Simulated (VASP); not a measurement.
Here is a VASP 6.6.1 calculation.

The input INCAR:

```
PREC = Accurate
ENCUT = 600
EDIFF = 1E-7
ISMEAR = 0
SIGMA = 0.1
LREAL = False
LASPH = True
NELM = 100
ALGO = Normal
ISIF = 3
LWAVE = False
LCHARG = False
GGA = PE
IBRION = 2
NSW = 90
EDIFFG = -0.04
```

File KPOINTS:

```
regular mesh
0
Gamma
  4 4 6
```

Contents of POSCAR:

```
Mg3Se
1.0
    5.7896460056      0.0000000000      0.0000000000
    0.0000000000      5.7896460056      0.0000000000
    0.0000000000      0.0000000000      3.0107643409
Mg Se
3 1
Direct
    0.0000000000      0.5000000000      0.0000000000
    0.5000000000      0.0000000000      0.0000000000
    0.0000000000      0.0000000000      0.0000000000
    0.5000000000      0.5000000000      0.0000000000
```

Potentials or basis: VASP PAW PBE potentials, release 64 (Mg, Se).

Command:

```sh
$ cat potpaw_PBE.64/Mg/POTCAR potpaw_PBE.64/Se/POTCAR > POTCAR
$ mpirun -np 1 vasp_std > vasp.out
```

(1) Estimate the relaxed cell.

(2) Estimate the band gap on the k mesh.

(3) Estimate the space group after relaxing (to 0.05 Å).

Results:

(1) a = 5.823 Å, b = 5.823 Å, c = 3.036 Å, α = 90.00°, β = 90.00°, γ = 90.00°.

(2) zero (band 6 reaches 2.83 eV, above the bottom of band 7 at 1.87 eV).

(3) P4/mmm (No. 123).
